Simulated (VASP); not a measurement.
Input of a VASP 6.6.1 run:

The input INCAR:

```
ALGO = Normal
EDIFF = 1E-7
EDIFFG = -0.01
ENCUT = 600
GGA = PE
IBRION = 2
ISIF = 3
ISMEAR = 0
LASPH = True
LCHARG = False
LREAL = False
LWAVE = False
NELM = 100
NSW = 80
PREC = Accurate
SIGMA = 0.1
```

File KPOINTS:

```
k-points
0
Gamma
  20 20 20
```

File POSCAR:

```
Cu
1.0
    0.0000000000      1.8185549627      1.8185549627
    1.8185549627      0.0000000000      1.8185549627
    1.8185549627      1.8185549627      0.0000000000
Cu
1
Direct
    0.0000000000      0.0000000000      0.0000000000
```

Potentials or basis: VASP PAW PBE potentials, release 64 (Cu).

Command:

```console
$ cat potpaw_PBE.64/Cu/POTCAR > POTCAR
$ mpirun -np 1 vasp_std > vasp.out
```

Predict the relaxed volume.

12.00 Å³/atom.

What does it give for the space group after relaxing (to 0.1 Å)?

Fm-3m (No. 225).

What does it give for the band gap on the k mesh?

Zero (an odd number of electrons rules out a gap without spin polarisation).

What does it give for the relaxed cell?

a = 2.570 Å, b = 2.570 Å, c = 2.570 Å, α = 60.00°, β = 60.00°, γ = 60.00°.

Final structure:
```cif
data_structure
_symmetry_space_group_name_H-M 'P 1'
_symmetry_Int_Tables_number 1
_cell_length_a 2.5696
_cell_length_b 2.5696
_cell_length_c 2.5696
_cell_angle_alpha 60.000
_cell_angle_beta 60.000
_cell_angle_gamma 60.000
_cell_volume 12.00
loop_
_atom_site_label
_atom_site_type_symbol
_atom_site_fract_x
_atom_site_fract_y
_atom_site_fract_z
_atom_site_occupancy
Cu1 Cu 0.00000 0.00000 0.00000 1
```
